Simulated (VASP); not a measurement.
# Be24N in VASP: notebook

Be24N is run at these levels: PBE; tasks: single point.

Program: VASP 6.6.1. These are calculated values, not measurements. Logs are shortened: lines on timing, memory, paths and dates and some standing lists are left out, and cuts for length are marked.

### 1 The cell of the first run

The cell holds a slab with vacuum, 25 atoms: a = 4.525 Å, b = 7.134 Å, c = 19.869 Å, α = 90.00°, β = 90.00°, γ = 90.00°.

### 2 Single point, PBE

File INCAR:

```
  ALGO = Normal
  DIPOL = 0.5 0.5 0.320
  EDIFF = 1E-7
  ENCUT = 520
  GGA = PE
  IDIPOL = 3
  ISIF = 2
  ISMEAR = 0
  LASPH = T
  LCHARG = F
  LDIPOL = T
  LREAL = Auto
  LWAVE = F
  NBANDS = 44
  NELM = 100
  PREC = Accurate
  SIGMA = 0.1
```

File KPOINTS:

```
k-points
0
Gamma
  6 4 1
```

File POSCAR:

```
Be24N
1.0
    4.5254381414      0.0000000000      0.0000000000
    0.0000000000      7.1336190818      0.0000000000
    0.0000000000      0.0000000000     19.8685529820
Be N
24 1
Direct
    0.0000000000      0.3750000000      0.2013231665
    0.0000000000      0.8750000000      0.2013231665
    0.5000000000      0.3750000000      0.2013231665
    0.5000000000      0.8750000000      0.2013231665
    0.2500000000      0.1250000000      0.2341987732
    0.2500000000      0.6250000000      0.2341987732
    0.7500000000      0.1250000000      0.2341987732
    0.7500000000      0.6250000000      0.2341987732
    0.2500000000      0.3750000000      0.2999499864
    0.2500000000      0.8750000000      0.2999499864
    0.7500000000      0.3750000000      0.2999499864
    0.7500000000      0.8750000000      0.2999499864
    0.0000000000      0.1250000000      0.3268353587
    0.0000000000      0.6250000000      0.3268353587
    0.5000000000      0.1250000000      0.3268353587
    0.5000000000      0.6250000000      0.3268353587
    0.0000000000      0.3750000000      0.3993099160
    0.0000000000      0.8750000000      0.3993099160
    0.5000000000      0.3750000000      0.3993099160
    0.5000000000      0.8750000000      0.3993099160
    0.2500000000      0.1250000000      0.4211958963
    0.2500000000      0.6250000000      0.4211958963
    0.7500000000      0.1250000000      0.4211958963
    0.7500000000      0.6250000000      0.4211958963
    0.5000000000      0.2500000000      0.4634767479
```

Potentials or basis: VASP PAW PBE potentials, release 64 (Be, N).

Started as:

```sh
cat potpaw_PBE.64/Be/POTCAR potpaw_PBE.64/N/POTCAR > POTCAR
mpirun -np 1 vasp_std > vasp.out
```

OUTCAR:

```text
EDIFF = 1E-7
   ENCUT = 520
   GGA = PE
   ISIF = 2
   ISMEAR = 0
   LASPH = T
   LREAL = Auto
   NELM = 100
   PREC = Accurate

 ion  position               nearest neighbor table
   1  0.000  0.375  0.201-   5 2.21   6 2.21   7 2.21   8 2.21   9 2.26  11 2.26   3 2.26   3 2.26

   2  0.000  0.875  0.201-   5 2.21   6 2.21   7 2.21   8 2.21  10 2.26  12 2.26   4 2.26   4 2.26

   3  0.500  0.375  0.201-   5 2.21   6 2.21   7 2.21   8 2.21   9 2.26  11 2.26   1 2.26   1 2.26
[... 39 lines left out ...]
  23  0.750  0.125  0.421-  25 1.67  18 2.16  19 2.16  20 2.16  17 2.16  15 2.19  13 2.19  21 2.26
                            21 2.26
  24  0.750  0.625  0.421-  17 2.16  18 2.16  19 2.16  20 2.16  14 2.19  16 2.19  22 2.26  22 2.26

  25  0.500  0.250  0.463-  19 1.56  21 1.67  23 1.67

  LATTYP: Found a simple orthorhombic cell.
 ALAT       =     4.5254381414
 B/A-ratio  =     1.5763377730
 C/A-ratio  =     4.3904153280

  Lattice vectors:

 A1 = (   4.5254381414,   0.0000000000,   0.0000000000)
 A2 = (   0.0000000000,   7.1336190818,   0.0000000000)
 A3 = (   0.0000000000,   0.0000000000,  19.8685529820)

Analysis of symmetry for initial positions (statically):
=====================================================================
 Subroutine PRICEL returns:
 Original cell was already a primitive cell.

 Routine SETGRP: Setting up the symmetry group for a
 simple orthorhombic supercell.

 Subroutine GETGRP returns: Found  2 space group operations
 (whereof  2 operations were pure point group operations)
 out of a pool of  8 trial point group operations.

The static configuration has the point symmetry C_1h.

Analysis of symmetry for dynamics (positions and initial velocities):
=====================================================================
 Subroutine PRICEL returns:
 Original cell was already a primitive cell.

 Routine SETGRP: Setting up the symmetry group for a
 simple orthorhombic supercell.

 Subroutine GETGRP returns: Found  2 space group operations
 (whereof  2 operations were pure point group operations)
 out of a pool of  8 trial point group operations.

The dynamic configuration has the point symmetry C_1h.

 Subroutine INISYM returns: Found  2 space group operations
 (whereof  2 operations are pure point group operations),
 and found     1 'primitive' translations

----------------------------------------------------------------------------------------

                                     Primitive cell

  volume of cell :     641.4116

  direct lattice vectors                    reciprocal lattice vectors
     4.525438141  0.000000000  0.000000000     0.220973079  0.000000000  0.000000000
     0.000000000  7.133619082  0.000000000     0.000000000  0.140181300  0.000000000
     0.000000000  0.000000000 19.868552982     0.000000000  0.000000000  0.050330792

  length of vectors
     4.525438141  7.133619082 19.868552982     0.220973079  0.140181300  0.050330792

  position of ions in fractional coordinates (direct lattice)
     0.000000000  0.375000000  0.201323167
     0.000000000  0.875000000  0.201323167
     0.500000000  0.375000000  0.201323167
     0.500000000  0.875000000  0.201323167
     0.250000000  0.125000000  0.234198773
     0.250000000  0.625000000  0.234198773
[... 17 lines left out ...]
     0.750000000  0.625000000  0.421195896
     0.500000000  0.250000000  0.463476748

  ion indices of the primitive-cell ions
   primitive index   ion index
                 1           1
                 2           2
                 3           3
                 4           4
                 5           5
                 6           6
[... 17 lines left out ...]
                24          24
                25          25

----------------------------------------------------------------------------------------

 KPOINTS: k-points

Automatic generation of k-mesh.
 Grid dimensions read from file:
 generate k-points for:    6    4    1

 Generating k-lattice:

  Cartesian coordinates                     Fractional coordinates (reciprocal lattice)
     0.036828847  0.000000000  0.000000000     0.166666667  0.000000000  0.000000000
     0.000000000  0.035045325  0.000000000     0.000000000  0.250000000  0.000000000
     0.000000000  0.000000000  0.050330792     0.000000000  0.000000000  1.000000000

  Length of vectors
     0.036828847  0.035045325  0.050330792

  Shift w.r.t. Gamma in fractional coordinates (k-lattice)
     0.000000000  0.000000000  0.000000000

 Subroutine IBZKPT returns following result:
 ===========================================

 Found     12 irreducible k-points:

 Following reciprocal coordinates:
            Coordinates               Weight
  0.000000  0.000000  0.000000      1.000000
  0.166667  0.000000  0.000000      2.000000
  0.333333  0.000000  0.000000      2.000000
  0.500000  0.000000  0.000000      1.000000
  0.000000  0.250000  0.000000      2.000000
  0.166667  0.250000  0.000000      4.000000
  0.333333  0.250000  0.000000      4.000000
  0.500000  0.250000  0.000000      2.000000
  0.000000  0.500000  0.000000      1.000000
  0.166667  0.500000  0.000000      2.000000
  0.333333  0.500000  0.000000      2.000000
  0.500000  0.500000  0.000000      1.000000
   k-points           NKPTS =     12   k-points in BZ     NKDIM =     12   number of bands    NBANDS=     44
   number of dos      NEDOS =    301   number of ions     NIONS =     25
   total plane-waves  NPLWV = 291600
   dimension x,y,z NGX =    36 NGY =   54 NGZ =  150
   dimension x,y,z NGXF=    72 NGYF=  108 NGZF=  300
   ions per type =              24   1
   NGX,Y,Z   is equivalent  to a cutoff of  13.22, 12.58, 12.55 a.u.
   NGXF,Y,Z  is equivalent  to a cutoff of  26.45, 25.17, 25.10 a.u.
 SYSTEM =  unknown system
   PREC   = accura    normal or accurate (medium, high low for compatibility)
   ISTART =      0    job   : 0-new  1-cont  2-samecut
   ICHARG =      2    charge: 1-file 2-atom 10-const
   ISPIN  =      1    spin polarized calculation?
   LNONCOLLINEAR =      F non collinear calculations
   LSORBIT =      F    spin-orbit coupling
   LASPH  =      T    aspherical Exc in radial PAW
   ENCUT  =  520.0 eV  38.22 Ry    6.18 a.u.   8.41 13.26 36.94*2*pi/ulx,y,z
   NELM   =    100;   NELMIN=  2; NELMDL= -5     # of ELM steps
   EDIFF  = 0.1E-06   stopping-criterion for ELM
   LREAL  =      T    real-space projection
   EDIFFG = 0.1E-05   stopping-criterion for IOM
   NSW    =      0    number of steps for IOM
   IBRION =     -1    ionic relax: 0-MD 1-quasi-New 2-CG
   NFREE  =      0    steps in history (QN), initial steepest desc. (CG)
   ISIF   =      2    stress and relaxation
   ISYM   =      2    0-nonsym 1-usesym 2-fastsym
   POTIM  = 0.5000    time-step for ionic-motion
   TEBEG  =    0.0;   TEEND  =   0.0 temperature during run
   PSTRESS=    0.0 pullay stress
   NELECT =      53.0000    total number of electrons
   NUPDOWN=      -1.0000    fix difference up-down
   EMIN   =  10.00;   EMAX   =-10.00  energy-range for DOS
   EFERMI =   0.00;   METHOD = LEGACY
   ISMEAR =     0;   SIGMA  =   0.10  broadening in eV -4-tet -1-fermi 0-gaus
   EFERMI_NEDOS =   21; number of points for ismear=-14 and -15
   IALGO  =     38    algorithm
   IMIX   =      4    mixing-type and parameters
     AMIX     =   0.40;   BMIX     =  1.00
     AMIX_MAG =   1.60;   BMIX_MAG =  1.00
  volume/ion in A,a.u.               =      25.66       173.14
  Fermi-wavevector in a.u.,A,eV,Ry     =   0.713052  1.347473  6.917789  0.508443
  Thomas-Fermi vector in A             =   1.800589
   LORBIT       =      0    0 simple, 1 ext, 2 COOP (PROOUT), +10 PAW based schemes
   GGA     = PE    functional components
   LHFCALC =     F    Hartree Fock is set to
   AEXX    =    0.0000 exact exchange contribution
   IVDW    =     0    specifies the selected vdW correction
   LEPSILON=     F    determine dielectric tensor
   LRPA    =     F    only Hartree local field effects (RPA)
 non-spin polarized calculation
 Gauss-broadening in eV      SIGMA  =   0.10
  energy-cutoff  :      520.00
  volume of cell :      641.41
 maximum number of plane-waves:     17327
 NGX is ok and might be reduce to    36
   NGX = 17   NGY = 27   NGZ = 73

 dipolmoment           0.000000      0.000000     -0.096119 electrons x Angstroem

 number of electron      52.9999999 magnetization

 dipolmoment           0.000000      0.000000      0.199212 electrons x Angstroem

 Free energy of the ion-electron system (eV)
  ---------------------------------------------------
  ext. energy  EPLUGINS =         0.00000000
  ---------------------------------------------------
  free energy    TOTEN  =       -90.60524280 eV

  energy without entropy =      -90.57305087  energy(sigma->0) =      -90.58914684

 E-fermi :  -1.4212     XC(G=0):  -4.1915

 val. band max:       -1.4379960068   @ k =   0.1667   0.0000   0.0000
 cond. band min:      -1.3896876751   @ k =   0.0000   0.0000   0.0000
 fundamental gap:      0.0483083317
 Fermi energy:        -1.4211664999

 k-point     1 :       0.0000    0.0000    0.0000
  band No.  band energies     occupation
      1     -15.8323      2.00000
      2     -11.7677      2.00000
      3      -9.7512      2.00000
      4      -9.6494      2.00000
      5      -9.5153      2.00000
      6      -7.7236      2.00000
[... 481 lines left out ...]
     37       2.9625      0.00000
     38       3.2254      0.00000
 [bands above 38 left out]

------------------------ aborting loop because EDIFF is reached ----------------------------------------

 vacuum level on the upper side and lower side of the slab       (xc-potential included)         0.536        -0.552

  FORCE on cell =-STRESS in cart. coord.  units (eV):
  Direction    XX          YY          ZZ          XY          YZ          ZX
  --------------------------------------------------------------------------------------
  -------------------------------------------------------------------------------------
  Total       -1.6818025     -0.4633300      2.7359740      0.0000000     -0.0476419      0.0000000
  in kB       -4.2009624     -1.1573488      6.8341697      0.0000000     -0.1190045      0.0000000
  external PRESSURE =       0.4919529 kB  Pullay stress =       0.0000000 kB

 VOLUME and BASIS-vectors are now :
 -----------------------------------------------------------------------------
  energy-cutoff  :      520.00
  volume of cell :      641.41
      direct lattice vectors                 reciprocal lattice vectors
     4.525438141  0.000000000  0.000000000     0.220973079  0.000000000  0.000000000
     0.000000000  7.133619082  0.000000000     0.000000000  0.140181300  0.000000000
     0.000000000  0.000000000 19.868552982     0.000000000  0.000000000  0.050330792

 POSITION                                       TOTAL-FORCE (eV/Angst)
 -----------------------------------------------------------------------------------
      0.00000      2.67511      4.00000         0.000000      0.073956      0.477894
      0.00000      6.24192      4.00000         0.000000     -0.037827      0.452917
      2.26272      2.67511      4.00000         0.000000     -0.018600      0.456488
      2.26272      6.24192      4.00000         0.000000      0.054181      0.500084
      1.13136      0.89170      4.65319         0.048545      0.095617     -0.803854
      1.13136      4.45851      4.65319         0.037813     -0.165534     -0.754863
[... 17 lines left out ...]
      3.39408      4.45851      8.36855         0.241867      0.523829      0.107765
      2.26272      1.78340      9.20861         0.000000     -0.981744      0.037422
 -----------------------------------------------------------------------------------
    total drift:                                0.000000      0.000007      0.002579

  FREE ENERGIE OF THE ION-ELECTRON SYSTEM (eV)
  ---------------------------------------------------
  free  energy   TOTEN  =       -90.6052427988 eV

  energy  without entropy=      -90.5730508723  energy(sigma->0) =      -90.58914684

 vacuum level on the upper side and lower side of the slab         4.152         3.030
```

It took 12 min on 1 thread of Oxide Virtual Turin-like, shared host; peak memory 0.65 GiB.

Results:

- Free energy: -90.6052 eV
- Largest force: 1.037 eV/Å
- Band gap on the k mesh: zero (an odd number of electrons rules out a gap without spin polarisation)

Forces on the atoms (eV/Å):
```
Be   0.000  0.074  0.478
Be   0.000 -0.038  0.453
Be   0.000 -0.019  0.456
Be   0.000  0.054  0.500
Be   0.049  0.096 -0.804
Be   0.038 -0.166 -0.755
Be  -0.049  0.096 -0.804
Be  -0.038 -0.166 -0.755
Be   0.035 -0.131  0.006
Be  -0.027 -0.017  0.187
Be  -0.035 -0.131  0.006
Be   0.027 -0.017  0.187
Be   0.000  0.275  0.468
Be   0.000  0.061  0.042
Be   0.000 -0.276 -0.596
Be   0.000 -0.054  0.242
Be   0.000  0.306 -0.366
Be   0.000 -0.123 -0.157
Be   0.000  0.748 -0.527
Be   0.000 -0.633 -0.345
Be   0.487 -0.003  0.915
Be  -0.242  0.524  0.108
Be  -0.487 -0.003  0.915
Be   0.242  0.524  0.108
N    0.000 -0.982  0.037
```

Levels at points of the mesh, in eV from the Fermi level:
| k point | band 23 | band 24 | band 25 | band 26 | band 27 | band 28 | band 29 | band 30 |
| --- | --- | --- | --- | --- | --- | --- | --- | --- |
| (0.00, 0.00, 0.00) | -1.55 | -1.41 | -1.09 | -0.24 | 0.03 | 0.42 | 0.54 | 1.12 |
| (0.50, 0.00, 0.00) | -0.89 | -0.68 | -0.28 | 0.10 | 0.76 | 1.17 | 1.29 | 1.31 |
| (0.00, 0.50, 0.00) | -1.24 | -1.21 | -1.04 | -0.78 | -0.35 | -0.20 | 0.45 | 1.05 |
| (0.50, 0.50, 0.00) | -1.36 | -0.59 | -0.52 | -0.25 | 0.13 | 0.32 | 0.38 | 1.15 |

### 3 Single point, PBE

File INCAR:

```
SYSTEM = Be24N
PREC     = Accurate       ! precision mode
ENCUT    = 520            ! plane-wave cutoff, eV
EDIFF    = 1E-7           ! SCF threshold, eV
ISMEAR   = 0              ! smearing method
SIGMA    = 0.1            ! smearing width, eV
LREAL    = Auto         
LASPH    = .TRUE.         ! aspherical terms in the spheres
NELM     = 60             ! most SCF steps
ALGO     = Normal         ! electronic algorithm
ISIF     = 2              ! what is computed and relaxed
LWAVE    = .FALSE.        ! write WAVECAR
LCHARG   = .FALSE.        ! write CHGCAR
LDIPOL   = .TRUE.       
IDIPOL   = 3            
DIPOL    = 0.5 0.5 0.320
GGA      = PE             ! functional
NBANDS   = 44             ! bands
```

File KPOINTS:

```
Automatic mesh
0
G
  6 4 1
  0 0 0
```

Changes to POSCAR since step 2:

```diff
@@ -32,2 +32,2 @@
     0.7500000000      0.6250000000      0.4211958963
-    0.5000000000      0.2500000000      0.4634767479
+    0.5000000000      0.1875000000      0.4664400354
```

Potentials or basis: VASP PAW PBE potentials, release 64 (Be, N).

Started as:

```sh
cat potpaw_PBE.64/Be/POTCAR potpaw_PBE.64/N/POTCAR > POTCAR
mpirun -np 1 vasp_std > vasp.out
```

Run time: 12 min. Hardware: 1 thread of Oxide Virtual Turin-like, shared host; peak memory 0.65 GiB.

Results (log left out):

```
Free energy            : -90.5507 eV
Largest force          : 1.192 eV/Å
Band gap on the k mesh : zero (an odd number of electrons rules out a gap without spin polarisation)
```

Forces on the atoms (eV/Å):
```
Be   0.000  0.000  0.470
Be   0.000  0.074  0.476
Be   0.000  0.050  0.488
Be   0.000  0.022  0.534
Be   0.020 -0.018 -0.814
Be   0.017 -0.089 -0.741
Be  -0.020 -0.018 -0.814
Be  -0.017 -0.089 -0.741
Be  -0.002 -0.050  0.176
Be  -0.016  0.064  0.287
Be   0.002 -0.050  0.176
Be   0.016  0.064  0.287
Be   0.000  0.160  0.461
Be   0.000  0.073 -0.083
Be   0.000 -0.164 -0.728
Be   0.000 -0.184 -0.023
Be   0.000  0.833 -0.727
Be   0.000 -0.495 -0.305
Be   0.000 -0.410  0.855
Be   0.000 -0.301 -0.019
Be  -1.120 -0.270  0.306
Be  -0.244  0.248  0.073
Be   1.120 -0.270  0.306
Be   0.244  0.248  0.073
N    0.000  0.571  0.026
```

Levels at points of the mesh, in eV from the Fermi level:
| k point | band 22 | band 23 | band 24 | band 25 | band 26 | band 27 | band 28 | band 29 | band 30 | band 31 |
| --- | --- | --- | --- | --- | --- | --- | --- | --- | --- | --- |
| (0.00, 0.00, 0.00) | -2.08 | -1.98 | -1.38 | -0.50 | -0.16 | 0.27 | 0.34 | 0.71 | 1.27 | 1.93 |
| (0.50, 0.00, 0.00) | -1.36 | -0.87 | -0.44 | -0.32 | 0.16 | 0.83 | 1.23 | 1.43 | 1.44 | 1.48 |
| (0.00, 0.50, 0.00) | -1.51 | -1.12 | -1.10 | -0.88 | -0.76 | -0.65 | 0.04 | 0.81 | 1.30 | 1.97 |
| (0.50, 0.50, 0.00) | -1.54 | -1.08 | -0.59 | -0.39 | 0.00 | 0.22 | 0.29 | 0.52 | 0.79 | 1.62 |

(Continued in part 2 of 2.)

The gap in the log of VASP goes by the Fermi energy; the results here count the filled bands.